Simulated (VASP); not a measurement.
Input of a VASP 6.6.1 run:

The input INCAR:

```
PREC = Accurate
ENCUT = 520
EDIFF = 1E-6
ISMEAR = 0
SIGMA = 0.1
LREAL = F
LASPH = T
NELM = 80
ALGO = Normal
ISIF = 2
LWAVE = F
LCHARG = F
GGA = PE
NBANDS = 17
```

Contents of KPOINTS:

```
Automatic mesh
0
Gamma
  10 10 10
```

The input POSCAR:

```
SnTe
1.0
    3.9047000000      0.0000000000      0.0000000000
    0.0000000000      3.9047000000      0.0000000000
    0.0000000000      0.0000000000      3.9047000000
Sn Te
1 1
Direct
    0.0000000000      0.0000000000      0.0115245730
    0.5000000000      0.5000000000      0.5000000000
```

Potentials or basis: VASP PAW PBE potentials, release 64 (Sn_d, Te).

Run with:

```sh
$ cat potpaw_PBE.64/Sn_d/POTCAR potpaw_PBE.64/Te/POTCAR > POTCAR
$ mpirun -np 1 vasp_std > vasp.out
```

**Question.** Estimate the largest force.

**Answer.** 0.031 eV/Å.

**Question.** Predict the band gap on the k mesh.

**Answer.** Zero (bands 10 and 11 overlap by 1.61 eV).

**Question.** Estimate the pressure.

**Answer.** -0.5 GPa.

Forces on the atoms (eV/Å):
```
Sn   0.000  0.000  0.031
Te   0.000  0.000 -0.031
```

Caveat: the cell differs from its parent crystal (one atom moved); spin-orbit coupling is left out, which moves the levels of the heavy elements.
